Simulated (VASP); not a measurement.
# LiH (P1) in VASP: single point with PBE

Aim: the single point of LiH with PBE.

All numbers are computed with VASP 6.6.1; they aren't measurements. Logs are shortened: lines on timing, memory, paths and dates and some standing lists are left out, and cuts for length are marked.

### 1 The cell of the first run

The typed cell holds 4 atoms: a = 2.831 Å, b = 2.833 Å, c = 4.023 Å, α = 90.00°, β = 90.00°, γ = 89.98°.

### 2 Single point, PBE

Contents of INCAR:

```
SYSTEM = LiH
ALGO = Normal ; EDIFF = 1E-7
ENCUT = 520 ; GGA = PE
ISIF = 2 ; ISMEAR = 0
LASPH = .True. ; LCHARG = .False.
LREAL = .False. ; LWAVE = .False.
NBANDS = 12 ; NELM = 80
PREC = Accurate ; SIGMA = 0.1
```

Contents of KPOINTS:

```
k-points
0
Gamma
  6 6 4
  0 0 0
```

Contents of POSCAR:

```
LiH
1.0
   -0.0001308885      0.0022105690      2.8312764068
    2.8331380186     -0.0006573456      0.0009404856
    0.0009490490      4.0227751608     -0.0030207507
Li H
2 2
Direct
   -0.2502410990      0.5000386438      0.0841613685
    0.2500197440      0.0000784506      0.5844617522
    0.2501775812      0.9999211579      0.0821944669
    0.7500437737      0.4999617476      0.5825157457
```

Potentials or basis: VASP PAW PBE potentials, release 64 (Li_sv, H).

Run with:

```bash
$ cat potpaw_PBE.64/Li_sv/POTCAR potpaw_PBE.64/H/POTCAR > POTCAR
$ mpirun -np 1 vasp_std > vasp.out
```

OUTCAR:

```text
SYSTEM = LiH
   EDIFF = 1E-7
   ENCUT = 520
   GGA = PE
   ISIF = 2
   ISMEAR = 0
   LASPH = .True.
   LREAL = .False.
   NELM = 80
   PREC = Accurate

 ion  position               nearest neighbor table
   1  0.750  0.500  0.084-
   2  0.250  0.000  0.584-
   3  0.250  1.000  0.082-
   4  0.750  0.500  0.583-

  LATTYP: Found a triclinic cell.
 ALAT       =     2.8312772728
 B/A-ratio  =     1.4144764211
 C/A-ratio  =     1.4208344925
 COS(alpha) =     0.0000185177
 COS(beta)  =     0.0000298446
 COS(gamma) =     0.7067733680

  Lattice vectors:

 A1 = (   0.0001308885,  -0.0022105690,  -2.8312764068)
 A2 = (   2.8332689071,  -0.0028679146,  -2.8303359212)
 A3 = (  -0.0009490490,  -4.0227751608,   0.0030207507)

Analysis of symmetry for initial positions (statically):
=====================================================================
 Subroutine PRICEL returns:
 Original cell was already a primitive cell.

 Routine SETGRP: Setting up the symmetry group for a
 triclinic supercell.

 Subroutine GETGRP returns: Found  1 space group operations
 (whereof  1 operations were pure point group operations)
 out of a pool of  2 trial point group operations.

The static configuration has the point symmetry C_1 .

Analysis of symmetry for dynamics (positions and initial velocities):
=====================================================================
 Subroutine PRICEL returns:
 Original cell was already a primitive cell.

 Routine SETGRP: Setting up the symmetry group for a
 triclinic supercell.

 Subroutine GETGRP returns: Found  1 space group operations
 (whereof  1 operations were pure point group operations)
 out of a pool of  2 trial point group operations.

The dynamic configuration has the point symmetry C_1 .

 Subroutine INISYM returns: Found  1 space group operations
 (whereof  1 operations are pure point group operations),
 and found     1 'primitive' translations

----------------------------------------------------------------------------------------

                                     Primitive cell

  volume of cell :      32.2683

  direct lattice vectors                    reciprocal lattice vectors
    -0.000130888  0.002210569  2.831276407    -0.000117185  0.000265248  0.353197376
     2.833138019 -0.000657346  0.000940486     0.352965483 -0.000083259  0.000016382
     0.000949049  4.022775161 -0.003020751     0.000057741  0.248584452 -0.000194084

  length of vectors
     2.831277273  2.833138251  4.022776407     0.353197495  0.352965493  0.248584534

  position of ions in fractional coordinates (direct lattice)
     0.749758901  0.500038644  0.084161368
     0.250019744  0.000078451  0.584461752
     0.250177581  0.999921158  0.082194467
     0.750043774  0.499961748  0.582515746

  ion indices of the primitive-cell ions
   primitive index   ion index
                 1           1
                 2           2
                 3           3
                 4           4

----------------------------------------------------------------------------------------

 KPOINTS: k-points

Automatic generation of k-mesh.
 Grid dimensions read from file:
 generate k-points for:    6    6    4

 Generating k-lattice:

  Cartesian coordinates                     Fractional coordinates (reciprocal lattice)
    -0.000019531  0.000044208  0.058866229     0.166666667  0.000000000 -0.000000000
     0.058827581 -0.000013876  0.000002730     0.000000000  0.166666667  0.000000000
     0.000014435  0.062146113 -0.000048521     0.000000000 -0.000000000  0.250000000

  Length of vectors
     0.058866249  0.058827582  0.062146134

  Shift w.r.t. Gamma in fractional coordinates (k-lattice)
     0.000000000  0.000000000  0.000000000

 Subroutine IBZKPT returns following result:
 ===========================================

 Found     76 irreducible k-points:

 Following reciprocal coordinates:
            Coordinates               Weight
  0.000000  0.000000  0.000000      1.000000
  0.166667 -0.000000 -0.000000      2.000000
  0.333333  0.000000 -0.000000      2.000000
  0.500000  0.000000 -0.000000      1.000000
 -0.000000  0.166667  0.000000      2.000000
  0.166667  0.166667 -0.000000      2.000000
[... 16 lines left out ...]
  0.333333 -0.000000  0.250000      2.000000
  0.500000 -0.000000  0.250000      2.000000
 [... further k-points ...]
   k-points           NKPTS =     76   k-points in BZ     NKDIM =     76   number of bands    NBANDS=     12
   number of dos      NEDOS =    301   number of ions     NIONS =      4
   total plane-waves  NPLWV =  17280
   dimension x,y,z NGX =    24 NGY =   24 NGZ =   30
   dimension x,y,z NGXF=    48 NGYF=   48 NGZF=   60
   ions per type =               2   2
   NGX,Y,Z   is equivalent  to a cutoff of  14.09, 14.08, 12.40 a.u.
   NGXF,Y,Z  is equivalent  to a cutoff of  28.18, 28.17, 24.80 a.u.
 SYSTEM =  LiH
   PREC   = accura    normal or accurate (medium, high low for compatibility)
   ISTART =      0    job   : 0-new  1-cont  2-samecut
   ICHARG =      2    charge: 1-file 2-atom 10-const
   ISPIN  =      1    spin polarized calculation?
   LNONCOLLINEAR =      F non collinear calculations
   LSORBIT =      F    spin-orbit coupling
   LASPH  =      T    aspherical Exc in radial PAW
   ENCUT  =  520.0 eV  38.22 Ry    6.18 a.u.   5.26  5.27  7.48*2*pi/ulx,y,z
   NELM   =     80;   NELMIN=  2; NELMDL= -5     # of ELM steps
   EDIFF  = 0.1E-06   stopping-criterion for ELM
   LREAL  =      F    real-space projection
   EDIFFG = 0.1E-05   stopping-criterion for IOM
   NSW    =      0    number of steps for IOM
   IBRION =     -1    ionic relax: 0-MD 1-quasi-New 2-CG
   NFREE  =      0    steps in history (QN), initial steepest desc. (CG)
   ISIF   =      2    stress and relaxation
   ISYM   =      2    0-nonsym 1-usesym 2-fastsym
   POTIM  = 0.5000    time-step for ionic-motion
   TEBEG  =    0.0;   TEEND  =   0.0 temperature during run
   PSTRESS=    0.0 pullay stress
   NELECT =       8.0000    total number of electrons
   NUPDOWN=      -1.0000    fix difference up-down
   EMIN   =  10.00;   EMAX   =-10.00  energy-range for DOS
   EFERMI =   0.00;   METHOD = LEGACY
   ISMEAR =     0;   SIGMA  =   0.10  broadening in eV -4-tet -1-fermi 0-gaus
   EFERMI_NEDOS =   21; number of points for ismear=-14 and -15
   IALGO  =     38    algorithm
   IMIX   =      4    mixing-type and parameters
     AMIX     =   0.40;   BMIX     =  1.00
     AMIX_MAG =   1.60;   BMIX_MAG =  1.00
  volume/ion in A,a.u.               =       8.07        54.44
  Fermi-wavevector in a.u.,A,eV,Ry     =   1.028441  1.943472 14.390765  1.057691
  Thomas-Fermi vector in A             =   2.162438
   LORBIT       =      0    0 simple, 1 ext, 2 COOP (PROOUT), +10 PAW based schemes
   GGA     = PE    functional components
   LHFCALC =     F    Hartree Fock is set to
   AEXX    =    0.0000 exact exchange contribution
   IVDW    =     0    specifies the selected vdW correction
   LEPSILON=     F    determine dielectric tensor
   LRPA    =     F    only Hartree local field effects (RPA)
 non-spin polarized calculation
 Gauss-broadening in eV      SIGMA  =   0.10
  energy-cutoff  :      520.00
  volume of cell :       32.27
 maximum number of plane-waves:       888
 NGX is ok and might be reduce to    24
   NGX = 11   NGY = 11   NGZ = 15

 number of electron       7.9999992 magnetization

 Free energy of the ion-electron system (eV)
  ---------------------------------------------------
  ext. energy  EPLUGINS =         0.00000000
  ---------------------------------------------------
  free energy    TOTEN  =       -12.24922609 eV

  energy without entropy =      -12.24922609  energy(sigma->0) =      -12.24922609

 E-fermi :   0.6694     XC(G=0):  -8.5035

 val. band max:        0.0988388448   @ k =   0.5000   0.5000   0.0000
 cond. band min:       3.0268053850   @ k =   0.0000   0.0000   0.0000
 fundamental gap:      2.9279665403
 Fermi energy:         0.6694439660

 k-point     1 :       0.0000    0.0000    0.0000
  band No.  band energies     occupation
      1     -44.2127      2.00000
      2     -44.1535      2.00000
      3      -5.3405      2.00000
      4       0.0637      2.00000
      5       3.0268      0.00000
      6      10.9240      0.00000
      7      10.9458      0.00000
      8      14.0951      0.00000
      9      16.1564      0.00000
     10      17.3521      0.00000
     11      17.9318      0.00000
     12      17.9512      0.00000

 k-point     2 :       0.1667   -0.0000   -0.0000
  band No.  band energies     occupation
      1     -44.2049      2.00000
      2     -44.1534      2.00000
      3      -5.0123      2.00000
      4      -0.1099      2.00000
      5       3.5383      0.00000
      6       8.6043      0.00000
      7      11.4301      0.00000
      8      14.0529      0.00000
      9      15.2782      0.00000
     10      16.3529      0.00000
     11      17.2408      0.00000
     12      18.2880      0.00000

 k-point     3 :       0.3333    0.0000   -0.0000
  band No.  band energies     occupation
      1     -44.1861      2.00000
      2     -44.1563      2.00000
      3      -4.0527      2.00000
      4      -1.0039      2.00000
      5       5.0694      0.00000
      6       7.3618      0.00000
      7      10.8372      0.00000
      8      11.1005      0.00000
      9      12.9373      0.00000
     10      16.0825      0.00000
     11      16.3638      0.00000
     12      18.1505      0.00000

 k-point     4 :       0.5000    0.0000   -0.0000
  band No.  band energies     occupation
      1     -44.1672      2.00000
      2     -44.1671      2.00000
      3      -2.5788      2.00000
      4      -2.5787      2.00000
      5       7.6025      0.00000
      6       7.6061      0.00000
      7       8.3768      0.00000
      8       8.3809      0.00000
      9      15.3779      0.00000
     10      15.3823      0.00000
     11      15.9027      0.00000
     12      15.9090      0.00000

 k-point     5 :      -0.0000    0.1667    0.0000
  band No.  band energies     occupation
      1     -44.2050      2.00000
      2     -44.1534      2.00000
      3      -5.0129      2.00000
      4      -0.1120      2.00000
      5       3.5377      0.00000
      6       8.5955      0.00000
      7      11.4511      0.00000
      8      14.0434      0.00000
      9      15.2660      0.00000
     10      16.3665      0.00000
     11      17.2460      0.00000
     12      18.3055      0.00000
[... 228 lines left out ...]
      1     -44.2041      2.00000
      2     -44.1620      2.00000
      3      -4.9684      2.00000
      4      -1.8499      2.00000
      5       5.9114      0.00000
      6      11.4794      0.00000
      7      11.5012      0.00000
      8      14.3328      0.00000
      9      14.6738      0.00000
     10      15.7278      0.00000
     11      15.7487      0.00000
     12      17.3641      0.00000

 k-point    22 :       0.1667    0.0000    0.2500
  band No.  band energies     occupation
      1     -44.1973      2.00000
      2     -44.1608      2.00000
      3      -4.6559      2.00000
      4      -1.7198      2.00000
      5       5.8398      0.00000
      6       9.3999      0.00000
      7      11.6382      0.00000
      8      11.9833      0.00000
      9      15.4563      0.00000
     10      16.1869      0.00000
     11      16.5588      0.00000
     12      17.7696      0.00000

 k-point    23 :       0.3333   -0.0000    0.2500
  band No.  band energies     occupation
      1     -44.1815      2.00000
      2     -44.1605      2.00000
      3      -3.7698      2.00000
      4      -1.7204      2.00000
      5       5.1550      0.00000
      6       8.1538      0.00000
      7       9.3712      0.00000
      8      13.4786      0.00000
      9      14.1460      0.00000
     10      16.0150      0.00000
     11      16.0749      0.00000
     12      17.2570      0.00000

 k-point    24 :       0.5000   -0.0000    0.2500
  band No.  band energies     occupation
      1     -44.1670      2.00000
      2     -44.1670      2.00000
      3      -2.5572      2.00000
      4      -2.5570      2.00000
      5       5.7537      0.00000
      6       5.7559      0.00000
      7      11.3860      0.00000
      8      11.3905      0.00000
      9      15.7397      0.00000
     10      15.7444      0.00000
     11      15.8384      0.00000
     12      15.8424      0.00000

 [... further k-points ...]

------------------------ aborting loop because EDIFF is reached ----------------------------------------

  FORCE on cell =-STRESS in cart. coord.  units (eV):
  Direction    XX          YY          ZZ          XY          YZ          ZX
  --------------------------------------------------------------------------------------
  -------------------------------------------------------------------------------------
  Total       -0.0436553     -0.0993060     -0.0307906     -0.0000329     -0.0002192     -0.0020031
  in kB       -2.1675598     -4.9307148     -1.5288079     -0.0016317     -0.0108821     -0.0994590
  external PRESSURE =      -2.8756941 kB  Pullay stress =       0.0000000 kB

 VOLUME and BASIS-vectors are now :
 -----------------------------------------------------------------------------
  energy-cutoff  :      520.00
  volume of cell :       32.27
      direct lattice vectors                 reciprocal lattice vectors
    -0.000130888  0.002210569  2.831276407    -0.000117185  0.000265248  0.353197376
     2.833138019 -0.000657346  0.000940486     0.352965483 -0.000083259  0.000016382
     0.000949049  4.022775161 -0.003020751     0.000057741  0.248584452 -0.000194084

 POSITION                                       TOTAL-FORCE (eV/Angst)
 -----------------------------------------------------------------------------------
      1.41666      0.33989      2.12299        -0.000248     -0.005601      0.001710
      0.00074      2.35171      0.70611        -0.000489     -0.009994     -0.000317
      2.83296      0.33055      0.70901         0.000490      0.009904     -0.001299
      1.41692      2.34466      2.12229         0.000247      0.005690     -0.000094
 -----------------------------------------------------------------------------------
    total drift:                                0.000002     -0.000037     -0.000002

  FREE ENERGIE OF THE ION-ELECTRON SYSTEM (eV)
  ---------------------------------------------------
  free  energy   TOTEN  =       -12.2492260946 eV

  energy  without entropy=      -12.2492260946  energy(sigma->0) =      -12.24922609
```

Run time: 13 s. Hardware: 1 thread of Intel Xeon Platinum 8488C (Sapphire Rapids), shared host; peak memory 0.15 GiB.

Results:

- Free energy: -12.2492 eV
- Largest force: 0.010 eV/Å
- Band gap on the k mesh: 2.93 eV

Forces in eV/Å, atoms in the order of the input:
```
Li   0.000 -0.006  0.002
Li   0.000 -0.010  0.000
H    0.000  0.010 -0.001
H    0.000  0.006  0.000
```

Caveat: the cutoff is under 1.25 times the usual one of these potentials, so pressure, stress and relaxed cells hold a basis-set (Pulay) error.
